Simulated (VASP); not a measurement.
**K: relaxation of cell and atoms with r2SCAN**

The system is K.

```xyz
2
Lattice="3.6723 0.0000 0.0000 -1.8361 3.1803 0.0000 0.0000 0.0000 6.0042" Properties=species:S:1:pos:R:3 pbc="T T T"
K     0.0000    2.1202    1.5011
K     1.8361    1.0601    4.5032
```

This isn't the form of K at room conditions, which is bcc.

```yaml
Program: VASP 6.6.1
Task: relaxation of cell and atoms
Functional: r2SCAN
Potentials_or_basis: VASP PAW PBE potentials, release 64 (K_sv)
Cutoff: 600 eV
k_mesh: 6 × 6 × 4
Occupations: gaussian, width 0.1 eV
Spin: no spin polarisation
Dipole_correction: no
Further_INCAR_settings: ALGO = Normal; EDIFF = 1e-06; IBRION = 2; EDIFFG = -0.05; NSW = 80; ISIF = 3
```

* Relaxed volume: 75.56 Å³/atom
* Relaxed cell: a = 4.769 Å, b = 4.769 Å, c = 7.673 Å, α = 90.00°, β = 90.00°, γ = 120.00°
* Space group after relaxing (to 0.1 Å): P6_3/mmc (No. 194)
* Energy gained by relaxing: 787.8 meV/atom
* Ionic steps: 6
* Pressure after relaxing: 0.0 GPa
* Band gap on the k mesh: zero (bands 9 and 10 overlap by 2.73 eV)

Stress tensor (GPa, compression positive):
```
 0.03  0.00  0.00
 0.00  0.03  0.00
 0.00  0.00 -0.08
```

Step by step:
| step | energy change (eV) | largest force (eV/Å) | pressure (GPa) | volume (Å³) |
| --- | --- | --- | --- | --- |
| 1 | 0.0000 | 0.0000 | 11.18 | 70.12 |
| 2 | -1.1500 | 0.0000 | 3.52 | 97.99 |
| 3 | -1.4975 | 0.0000 | 1.06 | 124.45 |
| 4 | -1.4824 | 0.0000 | -0.64 | 190.84 |
| 5 | -1.5734 | 0.0000 | -0.13 | 156.68 |
| 6 | -1.5757 | 0.0000 | -0.01 | 151.11 |

Final structure:
```
CELL_PARAMETERS angstrom
4.76870 0.00000 0.00000
-2.38435 4.12981 0.00000
0.00000 0.00000 7.67307
ATOMIC_POSITIONS crystal
K 0.33333 0.66667 0.25000
K 0.66667 0.33333 0.75000
```

Levels at points of the mesh, in eV from the Fermi level:
```tsv
k point	band 5	band 6	band 7	band 8	band 9	band 10	band 11	band 12	band 13
(0.00, 0.00, 0.00)	-16.30	-16.29	-16.29	-16.29	-2.23	0.53	0.57	4.49	4.49
(0.50, 0.00, 0.00)	-16.33	-16.32	-16.31	-16.30	0.20	0.22	1.81	2.19	2.51
(0.00, 0.00, 0.50)	-16.30	-16.30	-16.30	-16.30	-1.47	-1.47	3.10	3.10	4.54
(0.50, 0.00, 0.50)	-16.31	-16.31	-16.31	-16.31	0.73	0.73	0.90	0.90	3.44
```

Wall time 19 min on 1 thread of Oxide Virtual Turin-like Processor, on a shared host, peak memory 0.19 GiB.

Caveat: the volume moved by over 15 % at a fixed basis, so the end points are rough; the PAW data sets were made with another functional, which shifts forces and pressure a little.
